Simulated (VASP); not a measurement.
A run of VASP 6.6.1 is set up as follows.

INCAR

```
SYSTEM = InSb
  ALGO = Normal
  EDIFF = 1E-6
  ENCUT = 520
  GGA = PE
  ISIF = 2
  ISMEAR = 0
  IVDW = 12
  LASPH = .TRUE.
  LCHARG = .FALSE.
  LREAL = .FALSE.
  LWAVE = .FALSE.
  NBANDS = 16
  NELM = 60
  PREC = Accurate
  SIGMA = 0.15
```

The input KPOINTS:

```
k-points
0
G
  12 12 12
  0 0 0
```

File POSCAR:

```
InSb
1.0
    3.9028433000      0.0000000000      0.0000000000
    0.0000000000      3.7124607000      0.0000000000
    0.0000000000      0.0000000000      3.8076520000
In Sb
1 1
Direct
    0.0000000000      0.0000000000      0.0000000000
    0.5000000000      0.5000000000      0.5000000000
```

Potentials or basis: VASP PAW PBE potentials, release 64 (In_d, Sb).

Run with:

```bash
$ cat potpaw_PBE.64/In_d/POTCAR potpaw_PBE.64/Sb/POTCAR > POTCAR
$ mpirun -np 1 vasp_std > vasp.out
```

Task: Estimate the dispersion energy per atom.

Result: -0.409 eV.

Task: What does it give for the band gap on the k mesh?

Result: Zero (bands 9 and 10 overlap by 3.62 eV).

Stress tensor (GPa, compression positive):
```
-2.48  0.00  0.00
 0.00 -2.71  0.00
 0.00  0.00 -2.39
```

Caveat: the cell differs from its parent crystal (strain +0.0250 x Voigt [1, -1, 0, 0, 0, 0]); spin-orbit coupling is left out, which moves the levels of the heavy elements.
